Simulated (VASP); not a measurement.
Au:

```
Au
1.0
     0.00000    2.04848    2.04848
     2.04848    0.00000    2.04848
     2.04848    2.04848    0.00000
Au
1
Direct
  0.00000 0.00000 0.00000
```

This cell differs from its parent crystal: volume scaled by 1.02.

Base run:

```yaml
Program: VASP 6.6.1
Functional: r2SCAN
Potentials_or_basis: VASP PAW PBE potentials, release 64 (Au)
Cutoff: 550 eV
k_mesh: 11 × 11 × 11
Occupations: fermi-dirac, width 0.05 eV
Spin: no spin polarisation
```

Its results: pressure 3.5 GPa.

**Question.** The run is repeated on the same cell with these changes: functional from r2SCAN to RPBE; cutoff from 550 eV to 520 eV. What comes out?

**Answer.** Pressure 10.7 GPa.

Caveats: the PAW data sets were made with another functional, which shifts forces and pressure a little.
